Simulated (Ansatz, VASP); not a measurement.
# Re in VASP and in Ansatz

Contents of INCAR:

```
ALGO = Fast
EDIFF = 1E-6
ENCUT = 520
GGA = PE
ISIF = 2
ISMEAR = 0
LASPH = True
LCHARG = False
LREAL = False
LWAVE = False
NBANDS = 10
NELM = 80
PREC = Accurate
SIGMA = 0.1
```

Contents of KPOINTS:

```
k-points
0
Gamma
  18 18 18
```

File POSCAR:

```
Re
1.0
    0.0000000000      1.9771082861      1.9771082861
    1.9771082861      0.0000000000      1.9771082861
    1.9771082861      1.9771082861      0.0000000000
Re
1
Direct
    0.0000000000      0.0000000000      0.0000000000
```

Input for Ansatz:

```yaml
crystal:
  lattice:
    - [0.0, 1.9771082861, 1.9771082861]
    - [1.9771082861, 0.0, 1.9771082861]
    - [1.9771082861, 1.9771082861, 0.0]
  atoms:
    - { symbol: Re, position: [0.0, 0.0, 0.0] }
basis:
  ecutwfc: 420
kpoints:
  mp_grid: { grid: [18, 18, 18] }
hamiltonian:
  xc: pbe
scf:
  occupations: { method: gaussian, width: 0.1 }
output:
  forces: true
  stress: true
  eigenvalues: true
```

Alike in both runs: task single point; functional PBE; k mesh 18 × 18 × 18; occupations gaussian, width 0.1 eV; no spin polarisation.

|  | VASP | Ansatz |
| --- | --- | --- |
| version | VASP 6.6.1 | Ansatz 0.2.0 |
| potentials or method | VASP PAW PBE potentials, release 64 (Re), cutoff 520 eV | scalar-relativistic, plane waves, PAW |
| valence electrons in the cell | 7 | 15 |

|  | VASP | Ansatz | Ansatz less VASP |
| --- | --- | --- | --- |
| gap on the k mesh at the Fermi level (eV) | none | none | - |
| pressure (GPa) | -10.8 | -10.0 | +0.78 |

A gap of «none» marks a metal or a gap that the smearing closes. VASP's potentials hold 7 valence electrons a cell and Ansatz's 15, so a difference there can come from the potentials and not from the codes.

Neither program's run includes spin-orbit coupling.
